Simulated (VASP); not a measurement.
# C in VASP: notebook, part 2 of 2

VASP 6.6.1. Earlier steps stand in the parts before.

## Step 3: Single point, PBE+D3(BJ) (atoms displaced along a vibrational mode)

INCAR

```
SYSTEM = C
PREC = Accurate
ENCUT = 520
EDIFF = 1E-7
ISMEAR = 0
SIGMA = 0.15
LREAL = .FALSE.
LASPH = .TRUE.
NELM = 100
ALGO = Normal
ISIF = 2
LWAVE = .FALSE.
LCHARG = .FALSE.
GGA = PE
IVDW = 12
NBANDS = 16
```

KPOINTS

```
regular mesh
0
G
  18 12 10
  0 0 0
```

POSCAR

```
C
1.0
   -2.4646600698      0.0000000000      0.0000000000
    0.0000000000      0.0000000000     -3.5719696368
    0.0000000000     -4.2689164642      0.0000000000
C
4
Direct
    0.5000000000      0.0000000000      0.1526115779
    0.0000000000      0.0000000000      0.6526115779
    0.0000000000      0.0000000000      0.3473884221
    0.5000000000      0.0000000000      0.8473884221
```

Potentials or basis: VASP PAW PBE potentials, release 64 (C).

Command:

```sh
$ cat potpaw_PBE.64/C/POTCAR > POTCAR
$ mpirun -np 1 vasp_std > vasp.out
```

OUTCAR:

```text
SYSTEM = C
   PREC = Accurate
   ENCUT = 520
   EDIFF = 1E-7
   ISMEAR = 0
   LREAL = .FALSE.
   LASPH = .TRUE.
   NELM = 100
   ISIF = 2
   GGA = PE
   IVDW = 12
 IVDW          = 12

 ion  position               nearest neighbor table
   1  0.500  0.000  0.153-   4 1.30   3 1.49   3 1.49
   2  0.000  0.000  0.653-   3 1.30   4 1.49   4 1.49
   3  0.000  0.000  0.347-   2 1.30   1 1.49   1 1.49
   4  0.500  0.000  0.847-   1 1.30   2 1.49   2 1.49

  LATTYP: Found a simple orthorhombic cell.
 ALAT       =     2.4646600698
 B/A-ratio  =     1.4492747623
 C/A-ratio  =     1.7320508075

  Lattice vectors:

 A1 = (  -2.4646600698,   0.0000000000,   0.0000000000)
 A2 = (   0.0000000000,   0.0000000000,  -3.5719696368)
 A3 = (   0.0000000000,  -4.2689164642,   0.0000000000)

Analysis of symmetry for initial positions (statically):
=====================================================================
 Subroutine PRICEL returns following result:

  LATTYP: Found a hexagonal cell.
 ALAT       =     2.4646600698
 C/A-ratio  =     1.4492747623
[... 190 lines left out ...]

 val. band max:        3.9035605360   @ k =   0.2222   0.3333   0.0000
 cond. band min:       3.9126391700   @ k =   0.1667   0.4167   0.0000
 fundamental gap:      0.0090786341
 Fermi energy:         3.9109279954

 k-point     1 :       0.0000    0.0000    0.0000
  band No.  band energies     occupation
      1     -15.4749      2.00000
      2     -10.1797      2.00000
      3      -9.6629      2.00000
      4      -2.7620      2.00000
      5      -1.5724      2.00000
      6      -0.5360      2.00000
[... 433 lines left out ...]
      3      -9.1678      2.00000
      4      -3.4558      2.00000
      5      -2.6123      2.00000
      6      -1.3645      2.00000
[... 8 lines left out ...]
     15      16.6770      0.00000
     16      17.0906      0.00000

 [... further k-points ...]

------------------------ aborting loop because EDIFF is reached ----------------------------------------

 Edisp (eV)   -0.58044

 E8    (eV) :    -0.1631

  FORCE on cell =-STRESS in cart. coord.  units (eV):
  Direction    XX          YY          ZZ          XY          YZ          ZX
  --------------------------------------------------------------------------------------
  -------------------------------------------------------------------------------------
  Total      -0.76466     6.03212    -0.09311     0.00000     0.00000     0.00000
  in kB     -32.59834   257.15685    -3.96938     0.00000     0.00000     0.00000
  external pressure =       73.53 kB  Pullay stress =        0.00 kB

 VOLUME and BASIS-vectors are now :
 -----------------------------------------------------------------------------
  energy-cutoff  :      520.00
  volume of cell :       37.58
      direct lattice vectors                 reciprocal lattice vectors
    -2.464660070  0.000000000  0.000000000    -0.405735465  0.000000000  0.000000000
     0.000000000  0.000000000 -3.571969637     0.000000000  0.000000000 -0.279957587
     0.000000000 -4.268916464  0.000000000     0.000000000 -0.234251480  0.000000000

 POSITION                                       TOTAL-FORCE (eV/Angst)
 -----------------------------------------------------------------------------------
     -1.23233     -0.65149      0.00000        -0.000000     -7.407247      0.000000
      0.00000     -2.78594      0.00000        -0.000000     -7.407247     -0.000000
      0.00000     -1.48297      0.00000         0.000000      7.407247      0.000000
     -1.23233     -3.61743      0.00000         0.000000      7.407247     -0.000000
 -----------------------------------------------------------------------------------
    total drift:                               -0.000000     -0.000000      0.000000

  FREE ENERGIE OF THE ION-ELECTRON SYSTEM (eV)
  ---------------------------------------------------
  free  energy   TOTEN  =       -36.5855920108 eV

  energy  without entropy=      -36.5837782314  energy(sigma->0) =      -36.58468512
```

stdout:

```text
POSCAR found type information on POSCAR C
 POSCAR found :  1 types and       4 ions
 scaLAPACK will be used
 LDA part: xc-table for (Slater+PW92), standard interpolation
 POSCAR, INCAR and KPOINTS ok, starting setup
 FFT: planning ... GRIDC
 FFT: planning ... GRID_SOFT
 FFT: planning ... GRID
 WAVECAR not read
 entering main loop
```

Run time: 3.2 min. Hardware: 1 thread of Intel Xeon Platinum 8259CL at 2.50GHz (Skylake/Cascade Lake), shared host; peak memory 0.29 GiB.

What came out:

```yaml
Free_energy: -36.5856 eV
Pressure: 7.4 GPa
Largest_force: 7.407 eV/Å
Band_gap_on_the_k_mesh: zero (bands 8 and 9 overlap by 0.61 eV)
Dispersion_energy_per_atom: -0.145 eV
```

Forces in eV/Å, atoms in the order of the input:
```
C    0.000 -7.407  0.000
C    0.000 -7.407  0.000
C    0.000  7.407  0.000
C    0.000  7.407  0.000
```

Levels at points of the mesh, in eV from the Fermi level:
| k point | band 6 | band 7 | band 8 | band 9 | band 10 | band 11 |
| --- | --- | --- | --- | --- | --- | --- |
| (0.00, 0.00, 0.00) | -4.45 | -0.93 | -0.63 | 1.11 | 4.09 | 6.26 |
| (0.50, 0.00, 0.00) | -9.45 | -2.35 | -2.35 | 4.32 | 4.32 | 9.05 |
| (0.00, 0.50, 0.00) | -4.42 | -1.73 | -0.91 | 0.02 | 6.30 | 8.16 |
| (0.50, 0.50, 0.00) | -9.36 | -3.39 | -3.39 | 3.44 | 3.44 | 10.10 |
| (0.00, 0.00, 0.50) | -4.91 | -3.84 | -3.84 | 5.92 | 5.92 | 7.46 |
| (0.50, 0.00, 0.50) | -6.39 | -2.12 | -2.12 | 3.42 | 3.42 | 6.83 |
| (0.00, 0.50, 0.50) | -6.25 | -3.81 | -3.81 | 6.83 | 6.83 | 9.12 |
| (0.50, 0.50, 0.50) | -6.35 | -3.05 | -3.05 | 2.00 | 2.00 | 7.04 |

Caveat: the cell differs from its parent crystal (atoms displaced along a vibrational mode); the cell stands under pressure; forces of over 1 eV/Å act on the atoms, so gaps and moduli don't describe the material at rest.

## Step 4: Single point, PBE+D3(BJ) (atoms displaced along a vibrational mode)

INCAR

```
PREC = Accurate
ENCUT = 520
EDIFF = 1E-6
ISMEAR = 0
SIGMA = 0.15
LREAL = F
LASPH = T
NELM = 100
ALGO = Normal
ISIF = 2
LWAVE = F
LCHARG = F
GGA = PE
IVDW = 12
NBANDS = 16
```

KPOINTS

```
Automatic mesh
0
Gamma
  18 12 10
```

POSCAR

```
C
1.0
   -2.4646600698      0.0000000000      0.0000000000
    0.0000000000      0.0000000000     -3.5719696368
    0.0000000000     -4.2689164642      0.0000000000
C
4
Direct
    0.5000000000      0.0000000000      0.1750997200
    0.0000000000      0.0000000000      0.6638556489
    0.0000000000      0.0000000000      0.3249002800
    0.5000000000      0.0000000000      0.8361443511
```

Command:

```sh
$ cat potpaw_PBE.64/C/POTCAR > POTCAR
$ mpirun -np 1 vasp_std > vasp.out
```

Wall time 2.9 min (1 thread of Intel Xeon Platinum 8259CL at 2.50GHz (Skylake/Cascade Lake), shared host); peak memory 0.29 GiB.

Results (log left out):

| Property | Result |
| --- | --- |
| Free energy | -37.3136 eV |
| Pressure | 1.0 GPa |
| Largest force | 3.191 eV/Å |
| Band gap on the k mesh | zero (bands 8 and 9 overlap by 0.62 eV) |
| Dispersion energy per atom | -0.145 eV |

Forces on the atoms (eV/Å):
```
C    0.000  3.191  0.000
C    0.000 -0.640  0.000
C    0.000 -3.191  0.000
C    0.000  0.640  0.000
```

Stress tensor (GPa, compression positive):
```
 4.67  0.00  0.00
 0.00 -1.43  0.00
 0.00  0.00 -0.09
```

Levels at points of the mesh, in eV from the Fermi level:
```
           k point  band 5  band 6  band 7  band 8  band 9  band 10  band 11  band 12
(0.00, 0.00, 0.00)   -6.70   -3.28   -2.64   -2.01    2.65     3.83     7.05     7.99
(0.50, 0.00, 0.00)   -8.79   -8.79   -2.09   -2.09    3.10     3.10     9.28     9.28
(0.00, 0.50, 0.00)   -6.67   -3.27   -2.99   -2.62    1.32     7.25     8.09     8.80
(0.50, 0.50, 0.00)   -8.73   -8.73   -3.22   -3.22    2.29     2.29    10.52    10.52
(0.00, 0.00, 0.50)   -5.86   -5.45   -4.99   -4.69    5.62     5.71     7.40     7.60
(0.50, 0.00, 0.50)   -6.32   -6.32   -1.77   -1.77    2.21     2.21     7.23     7.23
(0.00, 0.50, 0.50)   -6.74   -6.35   -5.84   -4.66    6.69     7.33     7.70     8.27
(0.50, 0.50, 0.50)   -6.29   -6.29   -2.77   -2.77    0.95     0.95     7.48     7.48
```

Caveat: the cell differs from its parent crystal (atoms displaced along a vibrational mode); forces of over 1 eV/Å act on the atoms, so gaps and moduli don't describe the material at rest.

## Step 5: Single point, PBE+D3(BJ) (atoms displaced along a vibrational mode)

INCAR

```
SYSTEM = C
  PREC = Accurate
  ENCUT = 520
  EDIFF = 1E-6
  ISMEAR = 0
  SIGMA = 0.15
  LREAL = .False.
  LASPH = .True.
  NELM = 80
  ALGO = Normal
  ISIF = 2
  LWAVE = .False.
  LCHARG = .True.
  GGA = PE
  IVDW = 12
  LELF = .True.
  LVHAR = .True.
  NBANDS = 16
```

KPOINTS

```
regular mesh
0
Gamma
  18 12 10
  0 0 0
```

POSCAR

```
C
1.0
   -2.4646600698      0.0000000000      0.0000000000
    0.0000000000      0.0000000000     -3.5719696368
    0.0000000000     -4.2689164642      0.0000000000
C
4
Direct
    0.5000000000      0.0000000000      0.1807217555
    0.0000000000      0.0000000000      0.6694776845
    0.0000000000      0.0000000000      0.3192782445
    0.5000000000      0.0000000000      0.8305223155
```

Command:

```sh
$ cat potpaw_PBE.64/C/POTCAR > POTCAR
$ mpirun -np 1 vasp_std > vasp.out
```

It took 2.8 min on 1 thread of Intel Xeon Platinum 8259CL at 2.50GHz (Skylake/Cascade Lake), shared host; peak memory 0.29 GiB.

The run converged. Its results:

```yaml
Free_energy: -37.0800 eV
Pressure: 2.8 GPa
Largest_force: 5.455 eV/Å
Band_gap_on_the_k_mesh: zero (bands 8 and 9 overlap by 0.04 eV)
Dispersion_energy_per_atom: -0.145 eV
```

Forces in eV/Å, atoms in the order of the input:
```
C    0.000  5.455  0.000
C    0.000  1.610  0.000
C    0.000 -5.455  0.000
C    0.000 -1.610  0.000
```

Stress tensor (GPa, compression positive):
```
11.63  0.00  0.00
 0.00 -3.18  0.00
 0.00  0.00 -0.05
```

Levels at points of the mesh, in eV from the Fermi level:
```csv
k point,band 6,band 7,band 8,band 9,band 10,band 11
"(0.00, 0.00, 0.00)",-3.96,-2.34,-1.87,3.26,3.84,6.65
"(0.50, 0.00, 0.00)",-8.41,-1.96,-1.96,2.83,2.83,9.26
"(0.00, 0.50, 0.00)",-3.95,-3.28,-1.85,1.84,6.76,7.52
"(0.50, 0.50, 0.00)",-8.33,-3.11,-3.11,2.04,2.04,10.75
"(0.00, 0.00, 0.50)",-5.49,-5.14,-5.04,5.63,5.69,7.36
"(0.50, 0.00, 0.50)",-6.09,-1.60,-1.60,1.94,1.94,7.13
"(0.00, 0.50, 0.50)",-6.39,-6.30,-5.11,6.87,7.43,7.53
"(0.50, 0.50, 0.50)",-6.05,-2.61,-2.61,0.71,0.71,7.37
```

Caveat: the cell differs from its parent crystal (atoms displaced along a vibrational mode); forces of over 1 eV/Å act on the atoms, so gaps and moduli don't describe the material at rest.

## Step 6: Single point, PBE+D3(BJ) (atoms displaced along a vibrational mode)

INCAR

```
ALGO     = Normal         # electronic algorithm
EDIFF    = 1E-6           # SCF threshold, eV
ENCUT    = 520            # plane-wave cutoff, eV
GGA      = PE             # functional
ISIF     = 2              # what is computed and relaxed
ISMEAR   = 0              # smearing method
IVDW     = 12             # dispersion correction
LASPH    = True           # aspherical terms in the spheres
LCHARG   = False          # write CHGCAR
LREAL    = False          # projectors in reciprocal space
LWAVE    = False          # write WAVECAR
NBANDS   = 16             # bands
NELM     = 80             # most SCF steps
PREC     = Accurate       # precision mode
SIGMA    = 0.15           # smearing width, eV
```

KPOINTS

```
k-points
0
Gamma
  18 12 10
```

POSCAR

```
C
1.0
   -2.4646600698      0.0000000000      0.0000000000
    0.0000000000      0.0000000000     -3.5719696368
    0.0000000000     -4.2689164642      0.0000000000
C
4
Direct
    0.5000000000      0.0000000000      0.1750997200
    0.0000000000      0.0000000000      0.6694776845
    0.0000000000      0.0000000000      0.3249002800
    0.5000000000      0.0000000000      0.8305223155
```

Potentials or basis: VASP PAW PBE potentials, release 64 (C).

Command:

```sh
$ cat potpaw_PBE.64/C/POTCAR > POTCAR
$ mpirun -np 1 vasp_std > vasp.out
```

Wall time 2.9 min (1 thread of Intel Xeon Platinum 8259CL at 2.50GHz (Skylake/Cascade Lake), shared host); peak memory 0.29 GiB.

Results (log left out):

| Property | Result |
| --- | --- |
| Free energy | -37.2932 eV |
| Pressure | 1.4 GPa |
| Largest force | 3.409 eV/Å |
| Band gap on the k mesh | zero (bands 8 and 9 overlap by 0.30 eV) |
| Dispersion energy per atom | -0.145 eV |

Forces on the atoms (eV/Å):
```
C    0.000  3.409  0.000
C    0.000  1.482  0.000
C    0.000 -3.409  0.000
C    0.000 -1.482  0.000
```

Stress tensor (GPa, compression positive):
```
 6.98  0.00  0.00
 0.00 -2.59  0.00
 0.00  0.00 -0.09
```

Levels at points of the mesh, in eV from the Fermi level:
```tsv
k point	band 4	band 5	band 6	band 7	band 8	band 9	band 10	band 11	band 12	band 13
(0.00, 0.00, 0.00)	-6.88	-6.79	-3.72	-2.28	-2.19	2.96	3.83	7.04	7.45	9.24
(0.50, 0.00, 0.00)	-10.87	-8.61	-8.61	-2.02	-2.02	2.95	2.95	9.27	9.27	11.59
(0.00, 0.50, 0.00)	-8.30	-6.76	-3.70	-3.15	-2.26	1.58	7.23	7.57	9.17	9.31
(0.50, 0.50, 0.00)	-10.79	-8.54	-8.54	-3.16	-3.16	2.16	2.16	10.63	10.63	12.22
(0.00, 0.00, 0.50)	-6.96	-5.80	-5.36	-5.21	-5.13	5.64	5.68	7.60	7.68	7.86
(0.50, 0.00, 0.50)	-13.46	-6.22	-6.22	-1.68	-1.68	2.07	2.07	7.24	7.24	10.96
(0.00, 0.50, 0.50)	-6.89	-6.66	-6.47	-5.77	-5.18	6.93	7.26	7.70	7.98	10.64
(0.50, 0.50, 0.50)	-13.35	-6.19	-6.19	-2.69	-2.69	0.82	0.82	7.48	7.48	13.19
```

Caveat: the cell differs from its parent crystal (atoms displaced along a vibrational mode); forces of over 1 eV/Å act on the atoms, so gaps and moduli don't describe the material at rest.

## Step 7: Overview

| cell | gap on the mesh (eV) | pressure (GPa) | largest force (eV/Å) |
| --- | --- | --- | --- |
| as given, atomic positions A | none | 4.8 | 6.63 |
| as given, atomic positions B | none | 7.4 | 7.41 |
| as given, atomic positions C | none | 1.0 | 3.19 |
| as given, atomic positions D | none | 2.8 | 5.45 |
| as given, atomic positions E | none | 1.4 | 3.41 |

Alike in all rows: task single point; level PBE+D3(BJ); potentials or basis VASP PAW PBE potentials, release 64 (C); no spin polarisation; k mesh 18 × 12 × 10; cutoff (eV) 520; smearing gaussian 0.15 eV.

Caveats: forces of over 1 eV/Å act on the atoms, so gaps and moduli don't describe the material at rest; the cell stands under pressure (at least some runs).

Total energies depend on the potentials used, so only differences within one code and one set of settings carry meaning.
